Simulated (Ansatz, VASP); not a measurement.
# Cr: VASP beside Ansatz

The input INCAR:

```
PREC     = Accurate       # precision mode
ENCUT    = 520            # plane-wave cutoff, eV
EDIFF    = 1E-6           # SCF threshold, eV
ISMEAR   = -1             # smearing method
SIGMA    = 0.05           # smearing width, eV
LREAL    = False          # projectors in reciprocal space
LASPH    = True           # aspherical terms in the spheres
NELM     = 150            # most SCF steps
ALGO     = Normal         # electronic algorithm
ISIF     = 2              # what is computed and relaxed
LWAVE    = False          # write WAVECAR
LCHARG   = False          # write CHGCAR
ISPIN    = 2              # spin polarisation
MAGMOM   = 2              # initial moments
LORBIT   = 11             # projections on sites
LMAXMIX  = 4              # l up to which the mixer works
LDIPOL   = True         
IDIPOL   = 3            
DIPOL    = 0.5 0.5 0.500
GGA      = PE             # functional
NBANDS   = 16             # bands
```

The input KPOINTS:

```
regular mesh
0
Gamma
  14 14 1
```

The input POSCAR:

```
Cr
1.0
    2.4668230341      0.0000000000      0.0000000000
   -0.8222743447      2.3257430606      0.0000000000
    0.0000000000      0.0000000000      7.0000000000
Cr
1
Direct
    0.0000000000      0.0000000000      0.5000000000
```

Input for Ansatz:

```yaml
crystal:
  lattice:
    - [2.4668230341, 0.0, 0.0]
    - [-0.8222743447, 2.3257430606, 0.0]
    - [0.0, 0.0, 7.0]
  atoms:
    - { symbol: Cr, position: [0.0, 0.0, 0.5], spin: 2.0 }
magnetization:
  spin_polarized: true
kpoints:
  mp_grid: { grid: [14, 14, 1] }
scf:
  occupations: { method: fermi_dirac, width: 0.05 }
hamiltonian:
  xc: pbe
  pseudopotentials: { kind: all_electron, lapw: { basis_error: 0.001 } }
output:
  forces: true
  stress: true
  eigenvalues: true
efield:
  axis: 3
  amplitude: 0
  dipole_correction: true
```

Alike in both runs: task single point; functional PBE; k mesh 14 × 14 × 1; occupations fermi-dirac, width 0.05 eV; collinear spin.

```csv
,VASP,Ansatz
version,VASP 6.6.1,Ansatz 0.2.0
potentials or method,"VASP PAW PBE potentials, release 64 (Cr_pv), cutoff 520 eV","all-electron LAPW, scalar-relativistic"
```

```csv
,VASP,Ansatz,Ansatz less VASP
net moment per atom (μB),1.13,1.13,+0.001
size of the moment on the site where the two differ most (μB),0.97,0.95,-0.017
```

Site moments also hang on the region over which each program counts them. Ansatz ran all-electron here, and VASP with PAW potentials. Ansatz's warnings: vacuum density over bound.
